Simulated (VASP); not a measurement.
SnO: single point with PBE+D3(BJ)

The system is SnO.

```
Sn O
1.0
     2.71259   -2.71259    0.00000
     2.71259    2.71259    0.00000
     0.00000    0.00000    9.52244
Sn O
4 4
Direct
  0.75000 0.25000 0.87163
  0.25000 0.75000 0.12837
  0.75000 0.25000 0.37163
  0.25000 0.75000 0.62837
  0.25000 0.25000 0.25000
  0.75000 0.75000 0.75000
  0.25000 0.25000 0.75000
  0.75000 0.75000 0.25000
```

| Quantity | Value |
| --- | --- |
| Program | VASP 6.6.1 |
| Task | single point |
| Functional | PBE |
| Dispersion | D3(BJ) |
| Potentials or basis | VASP PAW PBE potentials, release 64 (Sn_d, O) |
| Cutoff | 520 eV |
| k mesh | 10 × 10 × 4 |
| Occupations | gaussian, width 0.1 eV |
| Spin | no spin polarisation |

The pressure is 0.3 GPa. The largest force is 0.093 eV/Å and the dispersion energy per atom is -0.235 eV.

Forces on the atoms (eV/Å):
```
Sn   0.000  0.000  0.093
Sn   0.000  0.000 -0.093
Sn   0.000  0.000  0.093
Sn   0.000  0.000 -0.093
O    0.000  0.000  0.000
O    0.000  0.000  0.000
O    0.000  0.000  0.000
O    0.000  0.000  0.000
```

Levels at points of the mesh, in eV from the Fermi level:
| k point | band 38 | band 39 | band 40 | band 41 | band 42 | band 43 |
| --- | --- | --- | --- | --- | --- | --- |
| (0.00, 0.00, 0.00) | -3.07 | -2.14 | -0.07 | 1.65 | 2.09 | 2.77 |
| (0.50, 0.00, 0.00) | -2.73 | -1.73 | -1.73 | 2.63 | 2.63 | 3.22 |
| (0.50, 0.50, 0.00) | -2.47 | -1.92 | -1.92 | -0.06 | -0.06 | 2.28 |
| (0.00, 0.00, 0.50) | -3.13 | -0.61 | -0.61 | 1.63 | 1.63 | 3.37 |
| (0.50, 0.00, 0.50) | -2.19 | -2.19 | -2.19 | 2.92 | 2.92 | 2.92 |
| (0.50, 0.50, 0.50) | -2.38 | -2.38 | -2.38 | 0.85 | 0.85 | 0.85 |

Run time: 11 min on 1 thread of Intel Xeon 8259CL, with other jobs on the host, peak memory 0.46 GiB.

Caveat: spin-orbit coupling is left out, which moves the levels of the heavy elements.
